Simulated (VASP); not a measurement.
# Tl2Pb (Fm-3m) in VASP: notebook, part 2 of 2

VASP 6.6.1. Earlier steps stand in the parts before.

## 5. Single point, PBE

This run uses another cell than the first one, of 36.43 Å³/atom, 0.939 times its volume.

The input, INCAR:

```
SYSTEM = Tl2Pb
PREC = Accurate
ENCUT = 520
EDIFF = 1E-6
ISMEAR = 0
SIGMA = 0.1
LREAL = .False.
LASPH = .True.
NELM = 100
ALGO = Normal
ISIF = 2
LWAVE = .False.
LCHARG = .False.
GGA = PE
NBANDS = 27
```

The input, KPOINTS:

```
regular mesh
0
Gamma
  10 10 10
  0 0 0
```

The input, POSCAR:

```
Tl2Pb
1.0
    0.0000000000      3.7946742932      3.7946742932
    3.7946742932      0.0000000000      3.7946742932
    3.7946742932      3.7946742932      0.0000000000
Tl Pb
2 1
Direct
    0.2500000000      0.2500000000      0.2500000000
    0.7500000000      0.7500000000      0.7500000000
    0.0000000000      0.0000000000      0.0000000000
```

Potentials or basis: VASP PAW PBE potentials, release 64 (Tl_d, Pb_d).

The run is started by

```
> cat potpaw_PBE.64/Tl_d/POTCAR potpaw_PBE.64/Pb_d/POTCAR > POTCAR
> mpirun -np 1 vasp_std > vasp.out
```

OUTCAR:

```text
SYSTEM = Tl2Pb
   PREC = Accurate
   ENCUT = 520
   EDIFF = 1E-6
   ISMEAR = 0
   LREAL = .False.
   LASPH = .True.
   NELM = 100
   ISIF = 2
   GGA = PE

 ion  position               nearest neighbor table
   1  0.250  0.250  0.250-   3 3.29   3 3.29   3 3.29   3 3.29   2 3.79   2 3.79   2 3.79   2 3.79
                             2 3.79   2 3.79
   2  0.750  0.750  0.750-   3 3.29   3 3.29   3 3.29   3 3.29   1 3.79   1 3.79   1 3.79   1 3.79
                             1 3.79   1 3.79
   3  0.000  0.000  0.000-   2 3.29   2 3.29   2 3.29   1 3.29   2 3.29   1 3.29   1 3.29   1 3.29

  LATTYP: Found a face centered cubic cell.
 ALAT       =     7.5893485864

  Lattice vectors:

 A1 = (   0.0000000000,   3.7946742932,   3.7946742932)
 A2 = (   3.7946742932,   0.0000000000,   3.7946742932)
 A3 = (   3.7946742932,   3.7946742932,   0.0000000000)

Analysis of symmetry for initial positions (statically):
=====================================================================
 Subroutine PRICEL returns:
 Original cell was already a primitive cell.

 Routine SETGRP: Setting up the symmetry group for a
 face centered cubic supercell.

[... 162 lines left out ...]
  ext. energy  EPLUGINS =         0.00000000
  ---------------------------------------------------
  free energy    TOTEN  =        -7.67148310 eV

  energy without entropy =       -7.66639204  energy(sigma->0) =       -7.66893757

 E-fermi :   4.6414     XC(G=0):  -8.9089

 val. band max:        4.6280993729   @ k =  -0.2000   0.3000   0.1000
 cond. band min:       4.6534280154   @ k =   0.1000   0.0000   0.0000
 fundamental gap:      0.0253286425
 Fermi energy:         4.6414325796

 k-point     1 :       0.0000    0.0000    0.0000
  band No.  band energies     occupation
      1     -12.1302      2.00000
      2     -12.1302      2.00000
      3     -12.1302      2.00000
      4     -12.0995      2.00000
      5     -12.0995      2.00000
      6      -6.8954      2.00000
[... 709 lines left out ...]
     26      10.9507      0.00000
     27      11.0046      0.00000

 [... further k-points ...]
[... 5 lines left out ...]
  --------------------------------------------------------------------------------------
  -------------------------------------------------------------------------------------
  Total       -0.0361945     -0.0361945     -0.0361945     -0.0000000      0.0000000     -0.0000000
  in kB       -0.5306394     -0.5306394     -0.5306394     -0.0000000      0.0000000     -0.0000000
  external PRESSURE =      -0.5306394 kB  Pullay stress =       0.0000000 kB

 VOLUME and BASIS-vectors are now :
 -----------------------------------------------------------------------------
  energy-cutoff  :      520.00
  volume of cell :      109.28
      direct lattice vectors                 reciprocal lattice vectors
     0.000000000  3.794674293  3.794674293    -0.131763614  0.131763614  0.131763614
     3.794674293  0.000000000  3.794674293     0.131763614 -0.131763614  0.131763614
     3.794674293  3.794674293  0.000000000     0.131763614  0.131763614 -0.131763614

 POSITION                                       TOTAL-FORCE (eV/Angst)
 -----------------------------------------------------------------------------------
      1.89734      1.89734      1.89734         0.000000      0.000000     -0.000000
      5.69201      5.69201      5.69201         0.000000     -0.000000     -0.000000
      0.00000      0.00000      0.00000        -0.000000      0.000000      0.000000
 -----------------------------------------------------------------------------------
    total drift:                               -0.000000     -0.000000      0.000000

  FREE ENERGIE OF THE ION-ELECTRON SYSTEM (eV)
  ---------------------------------------------------
  free  energy   TOTEN  =        -7.6714831020 eV

  energy  without entropy=       -7.6663920428  energy(sigma->0) =       -7.66893757
```

OSZICAR:

```text
N       E                     dE             d eps       ncg     rms          rms(c)
DAV:   1     0.317333799609E+03    0.31733E+03   -0.20114E+04  2538   0.146E+03
DAV:   2     0.900195056676E+01   -0.30833E+03   -0.30068E+03  2583   0.368E+02
DAV:   3    -0.728819045765E+01   -0.16290E+02   -0.16076E+02  3030   0.939E+01
DAV:   4    -0.771430682558E+01   -0.42612E+00   -0.42575E+00  2905   0.157E+01
DAV:   5    -0.773118105448E+01   -0.16874E-01   -0.16874E-01  3174   0.320E+00    0.260E+00
DAV:   6    -0.767472317367E+01    0.56458E-01   -0.11733E-01  2706   0.239E+00    0.181E+00
DAV:   7    -0.766920516864E+01    0.55180E-02   -0.63792E-02  2607   0.178E+00    0.704E-01
DAV:   8    -0.767087115913E+01   -0.16660E-02   -0.94116E-03  2655   0.650E-01    0.107E-01
DAV:   9    -0.767120410634E+01   -0.33295E-03   -0.88473E-04  2798   0.216E-01    0.445E-02
DAV:  10    -0.767147342294E+01   -0.26932E-03   -0.69627E-04  2645   0.124E-01    0.243E-02
DAV:  11    -0.767148316655E+01   -0.97436E-05   -0.32555E-05  2867   0.367E-02    0.130E-02
DAV:  12    -0.767148242289E+01    0.74366E-06   -0.12015E-05  2807   0.213E-02    0.205E-03
DAV:  13    -0.767148310204E+01   -0.67915E-06   -0.17301E-06  2310   0.538E-03
   1 F= -.76714831E+01 E0= -.76689376E+01  d E =-.509106E-02
```

Wall time 2.1 min (1 thread of Intel Xeon Platinum 8375C at 2.90GHz (Ice Lake), shared host); peak memory 0.31 GiB.

Results:

```yaml
Free_energy: -7.6715 eV
Pressure: -0.1 GPa
Band_gap_on_the_k_mesh: zero (band 20 reaches 5.09 eV, above the bottom of band 21 at 4.54 eV)
```

Caveat: spin-orbit coupling is left out, which moves the levels of the heavy elements.

## 6. Overview

| task | cell | cutoff (eV) | gap on the mesh (eV) | pressure (GPa) |
| --- | --- | --- | --- | --- |
| relaxation of cell and atoms | relaxed from a = 5.480 Å, angles 60.0°, 3 atoms | 600 | none | 0.0 |
| single point | a = 5.366 Å, angles 60.0°, 3 atoms | 520 | none | -0.1 |
| relaxation of cell and atoms | relaxed from a = 5.366 Å, angles 60.0°, 3 atoms | 600 | none | 0.0 |

Alike in all rows: level PBE; potentials or basis VASP PAW PBE potentials, release 64 (Tl_d, Pb_d); no spin polarisation; k mesh 10 × 10 × 10; smearing gaussian 0.1 eV.

Caveats: spin-orbit coupling is left out, which moves the levels of the heavy elements; the relaxation stopped at its first step, so nothing moved (some runs).

Total energies depend on the potentials used, so only differences within one code and one set of settings carry meaning.
